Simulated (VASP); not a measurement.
# C (P6_3/mmc) in VASP: relaxation of cell and atoms with PBE

Aim: the relaxation of cell and atoms of C with PBE.

All numbers are computed with VASP 6.6.1; they aren't measurements. Logs are shortened: lines on timing, memory, paths and dates and some standing lists are left out, and cuts for length are marked.

### Step 1. The cell of the first run

Symmetry: P6_3/mmc, No. 194, hexagonal system. The conventional cell has a = 2.465 Å, b = 2.465 Å, c = 6.744 Å, α = 90.00°, β = 90.00°, γ = 120.00°. Within 1.9 Å of C (site symmetry -6m2) lie 3 C at 1.42 Å. Within 1.9 Å of C (site symmetry -6m2) lie 3 C at 1.42 Å.

### Step 2. Relaxation of cell and atoms, PBE

INCAR reads:

```
SYSTEM = C
PREC     = Accurate       ! precision mode
ENCUT    = 1300           ! plane-wave cutoff, eV
EDIFF    = 1E-7           ! SCF threshold, eV
ISMEAR   = 0              ! smearing method
SIGMA    = 0.1            ! smearing width, eV
LREAL    = .FALSE.        ! projectors in reciprocal space
LASPH    = .TRUE.         ! aspherical terms in the spheres
NELM     = 120            ! most SCF steps
ALGO     = Normal         ! electronic algorithm
ISIF     = 3              ! what is computed and relaxed
LWAVE    = .FALSE.        ! write WAVECAR
LCHARG   = .FALSE.        ! write CHGCAR
GGA      = PE             ! functional
IBRION   = 2              ! ionic algorithm
NSW      = 70             ! ionic steps
EDIFFG   = -0.005         ! ionic threshold
GGA_COMPAT= .FALSE.      
NELMIN   = 4
```

KPOINTS reads:

```
regular mesh
0
G
  21 21 6
  0 0 0
```

POSCAR reads:

```
C
1.0
    2.4649740423      0.0000000000      0.0000000000
   -1.2324870212      2.1347301403      0.0000000000
    0.0000000000      0.0000000000      6.7441727653
C
4
Direct
    0.0000000000      0.0000000000      0.2500000000
    0.0000000000      0.0000000000      0.7500000000
    0.3333333333      0.6666666667      0.2500000000
    0.6666666667      0.3333333333      0.7500000000
```

Potentials or basis: VASP PAW PBE potentials, release 64 (C_h).

Command:

```bash
> cat potpaw_PBE.64/C_h/POTCAR > POTCAR
> mpirun -np 1 vasp_std > vasp.out
```

OUTCAR:

```text
SYSTEM = C
   PREC = Accurate
   ENCUT = 1300
   EDIFF = 1E-7
   ISMEAR = 0
   LREAL = .FALSE.
   LASPH = .TRUE.
   NELM = 120
   ISIF = 3
   GGA = PE
   IBRION = 2
   NSW = 70
   EDIFFG = -0.005
   NELMIN = 4

 ion  position               nearest neighbor table
   1  0.000  0.000  0.250-   3 1.42   3 1.42   3 1.42
   2  0.000  0.000  0.750-   4 1.42   4 1.42   4 1.42
   3  0.333  0.667  0.250-   1 1.42   1 1.42   1 1.42
   4  0.667  0.333  0.750-   2 1.42   2 1.42   2 1.42

  LATTYP: Found a hexagonal cell.
 ALAT       =     2.4649740423
 C/A-ratio  =     2.7360015357

  Lattice vectors:

 A1 = (   2.4649740423,   0.0000000000,   0.0000000000)
 A2 = (  -1.2324870212,   2.1347301403,   0.0000000000)
 A3 = (   0.0000000000,   0.0000000000,   6.7441727653)

Analysis of symmetry for initial positions (statically):
=====================================================================
 Subroutine PRICEL returns:
 Original cell was already a primitive cell.

 Routine SETGRP: Setting up the symmetry group for a
 hexagonal supercell.

 Subroutine GETGRP returns: Found 24 space group operations
 (whereof 12 operations were pure point group operations)
 out of a pool of 24 trial point group operations.

The static configuration has the point symmetry D_3d.
 The point group associated with its full space group is D_6h.

Analysis of symmetry for dynamics (positions and initial velocities):
=====================================================================
 Subroutine PRICEL returns:
 Original cell was already a primitive cell.

 Routine SETGRP: Setting up the symmetry group for a
 hexagonal supercell.

 Subroutine GETGRP returns: Found 24 space group operations
 (whereof 12 operations were pure point group operations)
 out of a pool of 24 trial point group operations.

The dynamic configuration has the point symmetry D_3d.
 The point group associated with its full space group is D_6h.

 Subroutine INISYM returns: Found 24 space group operations
 (whereof 12 operations are pure point group operations),
 and found     1 'primitive' translations

----------------------------------------------------------------------------------------

                                     Primitive cell

  volume of cell :      35.4882

  direct lattice vectors                    reciprocal lattice vectors
     2.464974042  0.000000000  0.000000000     0.405683785  0.234221643  0.000000000
    -1.232487021  2.134730140  0.000000000     0.000000000  0.468443285  0.000000000
     0.000000000  0.000000000  6.744172765     0.000000000  0.000000000  0.148276154

  length of vectors
     2.464974042  2.464974042  6.744172765     0.468443285  0.468443285  0.148276154

  position of ions in fractional coordinates (direct lattice)
     0.000000000  0.000000000  0.250000000
     0.000000000  0.000000000  0.750000000
     0.333333333  0.666666667  0.250000000
     0.666666667  0.333333333  0.750000000

  ion indices of the primitive-cell ions
   primitive index   ion index
                 1           1
                 2           2
                 3           3
                 4           4

----------------------------------------------------------------------------------------

 KPOINTS: regular mesh

Automatic generation of k-mesh.
 Grid dimensions read from file:
 generate k-points for:   21   21    6

 Generating k-lattice:

  Cartesian coordinates                     Fractional coordinates (reciprocal lattice)
     0.019318275  0.011153412  0.000000000     0.047619048 -0.000000000  0.000000000
     0.000000000  0.022306823  0.000000000     0.000000000  0.047619048  0.000000000
     0.000000000  0.000000000  0.024712692     0.000000000  0.000000000  0.166666667

  Length of vectors
     0.022306823  0.022306823  0.024712692

  Shift w.r.t. Gamma in fractional coordinates (k-lattice)
     0.000000000  0.000000000  0.000000000

 Subroutine IBZKPT returns following result:
 ===========================================

 Found    192 irreducible k-points:

 Following reciprocal coordinates:
            Coordinates               Weight
  0.000000  0.000000  0.000000      1.000000
  0.047619 -0.000000  0.000000      6.000000
  0.095238  0.000000  0.000000      6.000000
  0.142857 -0.000000  0.000000      6.000000
  0.190476  0.000000  0.000000      6.000000
  0.238095 -0.000000  0.000000      6.000000
[... 16 lines left out ...]
  0.142857  0.095238  0.000000     12.000000
  0.190476  0.095238  0.000000     12.000000
 [... further k-points ...]
   k-points           NKPTS =    192   k-points in BZ     NKDIM =    192   number of bands    NBANDS=     12
   number of dos      NEDOS =    301   number of ions     NIONS =      4
   total plane-waves  NPLWV =  72000
   dimension x,y,z NGX =    30 NGY =   30 NGZ =   80
   dimension x,y,z NGXF=    60 NGYF=   60 NGZF=  160
   ions per type =               4
   NGX,Y,Z   is equivalent  to a cutoff of  20.23, 20.23, 19.72 a.u.
   NGXF,Y,Z  is equivalent  to a cutoff of  40.47, 40.47, 39.44 a.u.
 SYSTEM =  C
   PREC   = accura    normal or accurate (medium, high low for compatibility)
   ISTART =      0    job   : 0-new  1-cont  2-samecut
   ICHARG =      2    charge: 1-file 2-atom 10-const
   ISPIN  =      1    spin polarized calculation?
   LNONCOLLINEAR =      F non collinear calculations
   LSORBIT =      F    spin-orbit coupling
   LASPH  =      T    aspherical Exc in radial PAW
   ENCUT  = 1300.0 eV  95.55 Ry    9.77 a.u.   7.25  7.25 19.83*2*pi/ulx,y,z
   NELM   =    120;   NELMIN=  4; NELMDL= -5     # of ELM steps
   EDIFF  = 0.1E-06   stopping-criterion for ELM
   LREAL  =      F    real-space projection
   EDIFFG = -.5E-02   stopping-criterion for IOM
   NSW    =     70    number of steps for IOM
   IBRION =      2    ionic relax: 0-MD 1-quasi-New 2-CG
   NFREE  =      1    steps in history (QN), initial steepest desc. (CG)
   ISIF   =      3    stress and relaxation
   ISYM   =      2    0-nonsym 1-usesym 2-fastsym
   POTIM  = 0.5000    time-step for ionic-motion
   TEBEG  =    0.0;   TEEND  =   0.0 temperature during run
   PSTRESS=    0.0 pullay stress
   NELECT =      16.0000    total number of electrons
   NUPDOWN=      -1.0000    fix difference up-down
   EMIN   =  10.00;   EMAX   =-10.00  energy-range for DOS
   EFERMI =   0.00;   METHOD = LEGACY
   ISMEAR =     0;   SIGMA  =   0.10  broadening in eV -4-tet -1-fermi 0-gaus
   EFERMI_NEDOS =   21; number of points for ismear=-14 and -15
   IALGO  =     38    algorithm
   IMIX   =      4    mixing-type and parameters
     AMIX     =   0.40;   BMIX     =  1.00
     AMIX_MAG =   1.60;   BMIX_MAG =  1.00
  volume/ion in A,a.u.               =       8.87        59.87
  Fermi-wavevector in a.u.,A,eV,Ry     =   1.255317  2.372206 21.440351  1.575821
  Thomas-Fermi vector in A             =   2.389080
   LORBIT       =      0    0 simple, 1 ext, 2 COOP (PROOUT), +10 PAW based schemes
   GGA     = PE    functional components
   LHFCALC =     F    Hartree Fock is set to
   AEXX    =    0.0000 exact exchange contribution
   IVDW    =     0    specifies the selected vdW correction
   LEPSILON=     F    determine dielectric tensor
   LRPA    =     F    only Hartree local field effects (RPA)
 conjugate gradient relaxation of ions
 non-spin polarized calculation
 Gauss-broadening in eV      SIGMA  =   0.10
  energy-cutoff  :     1300.00
  volume of cell :       35.49
 maximum number of plane-waves:      3808
 NGX is ok and might be reduce to    30
   NGX = 15   NGY = 15   NGZ = 39

--------------------------------------- Ionic step        1  -------------------------------------------

 number of electron      16.0000000 magnetization

 Free energy of the ion-electron system (eV)
  ---------------------------------------------------
  ext. energy  EPLUGINS =         0.00000000
  ---------------------------------------------------
  free energy    TOTEN  =       -36.92218206 eV

  energy without entropy =      -36.92159139  energy(sigma->0) =      -36.92188672

------------------------ aborting loop because EDIFF is reached ----------------------------------------

  FORCE on cell =-STRESS in cart. coord.  units (eV):
  Direction    XX          YY          ZZ          XY          YZ          ZX
  --------------------------------------------------------------------------------------
  -------------------------------------------------------------------------------------
  Total        0.0307363      0.0307363      0.7087641     -0.0000000     -0.0000000     -0.0000000
  in kB        1.3876463      1.3876463     31.9984006     -0.0000000     -0.0000000     -0.0000000
  external PRESSURE =      11.5912311 kB  Pullay stress =       0.0000000 kB
[... 822 lines left out ...]
 k-point    24 :       0.1905    0.0952    0.0000
  band No.  band energies     occupation
      1     -13.4230      2.00000
      2     -13.2892      2.00000
      3      -2.5760      2.00000
      4      -2.5402      2.00000
      5      -1.7500      2.00000
      6      -0.9082      2.00000
      7      -0.8866      2.00000
      8      -0.6026      2.00000
      9      10.2007      0.00000
     10      11.6727      0.00000
     11      11.9577      0.00000
     12      13.3847      0.00000

 [... further k-points ...]

[... ionic steps 4 to 14 ...]

--------------------------------------- Ionic step       15  -------------------------------------------

 number of electron      16.0000000 magnetization

------------------------ aborting loop because EDIFF is reached ----------------------------------------

  FORCE on cell =-STRESS in cart. coord.  units (eV):
  Direction    XX          YY          ZZ          XY          YZ          ZX
  --------------------------------------------------------------------------------------
  -------------------------------------------------------------------------------------
  Total        0.1042699      0.1042699     -0.0150661     -0.0000000     -0.0000000     -0.0000000
  in kB        3.8323895      3.8323895     -0.5537460     -0.0000000     -0.0000000     -0.0000000
  external PRESSURE =       2.3703444 kB  Pullay stress =       0.0000000 kB
[... 61 lines left out ...]
  energy  without entropy=      -36.9712864558  energy(sigma->0) =      -36.97163934

--------------------------------------- Ionic step       17  -------------------------------------------

 number of electron      16.0000000 magnetization

 Free energy of the ion-electron system (eV)
  ---------------------------------------------------
  ext. energy  EPLUGINS =         0.00000000
  ---------------------------------------------------
  free energy    TOTEN  =       -36.97201479 eV

  energy without entropy =      -36.97131347  energy(sigma->0) =      -36.97166413

 E-fermi :   3.6821     XC(G=0):  -9.0084

 val. band max:        3.6815237599   @ k =   0.3333   0.3333   0.1667
 cond. band min:       3.6826001562   @ k =   0.3333   0.3333   0.3333
 fundamental gap:      0.0010763964
 Fermi energy:         3.6820625304

 k-point     1 :       0.0000    0.0000    0.0000
  band No.  band energies     occupation
      1     -15.8658      2.00000
      2     -15.8154      2.00000
      3      -4.2284      2.00000
      4      -3.6219      2.00000
      5       0.6270      2.00000
      6       0.6270      2.00000
      7       0.6287      2.00000
      8       0.6287      2.00000
      9       6.8675      0.00000
     10      10.5086      0.00000
     11      11.9918      0.00000
     12      11.9918      0.00000
[... 376 lines left out ...]
  FREE ENERGIE OF THE ION-ELECTRON SYSTEM (eV)
  ---------------------------------------------------
  free  energy   TOTEN  =       -36.9720147886 eV

  energy  without entropy=      -36.9713134748  energy(sigma->0) =      -36.97166413

 reached required accuracy - stopping structural energy minimisation
```

Wall time 26 min (1 thread of Intel Xeon 6975P-C (Granite Rapids), shared host); peak memory 0.48 GiB.

What came out:

```yaml
Free_energy: -36.9720 eV
Relaxed_volume: 10.84 Å³/atom
Relaxed_cell: a = 2.466 Å, b = 2.466 Å, c = 8.235 Å, α = 90.00°, β = 90.00°, γ = 120.00°
Space_group_after_relaxing_to_0.1_Å: P6_3/mmc (No. 194)
Energy_gained_by_relaxing: 12.5 meV/atom
Ionic_steps: 17
Pressure_after_relaxing: 0.0 GPa
Band_gap_on_the_k_mesh: zero (filled and empty bands touch)
```

The path:
```
step  energy change (eV)  largest force (eV/Å)  pressure (GPa)  volume (Å³)
   1              0.0000                0.0000            1.16        35.49
   2             -0.0057                0.0000            0.77        35.82
   3             -0.0193                0.0000           -0.32        36.81
   4             -0.0340                0.0000           -2.18        38.81
   5             -0.0333                0.0000           -5.10        42.85
   6             -0.0347                0.0000           -4.97        42.93
   7             -0.0385                0.0000           -4.25        43.17
   8             -0.0443                0.0000           -2.98        43.65
   9             -0.0490                0.0000           -0.50        44.59
  10             -0.0490                0.0000           -0.60        44.56
  11             -0.0491                0.0000           -0.54        44.49
  12             -0.0493                0.0000           -0.39        44.30
  13             -0.0496                0.0000           -0.04        43.92
  14             -0.0496                0.0000            0.64        43.15
  15             -0.0497                0.0000            0.24        43.59
  16             -0.0498                0.0000            0.10        43.47
  17             -0.0498                0.0000           -0.01        43.37
```

Final structure:
```
CELL_PARAMETERS angstrom
2.46606 0.00000 0.00000
-1.23303 2.13567 0.00000
0.00000 0.00000 8.23497
ATOMIC_POSITIONS crystal
C 0.00000 0.00000 0.25000
C 0.00000 0.00000 0.75000
C 0.33333 0.66667 0.25000
C 0.66667 0.33333 0.75000
```

Caveat: the volume moved by over 15 % at a fixed basis, so the end points are rough; this functional lacks dispersion, which binds layers or chains, so the pressure and a relaxed spacing across them are unreliable.
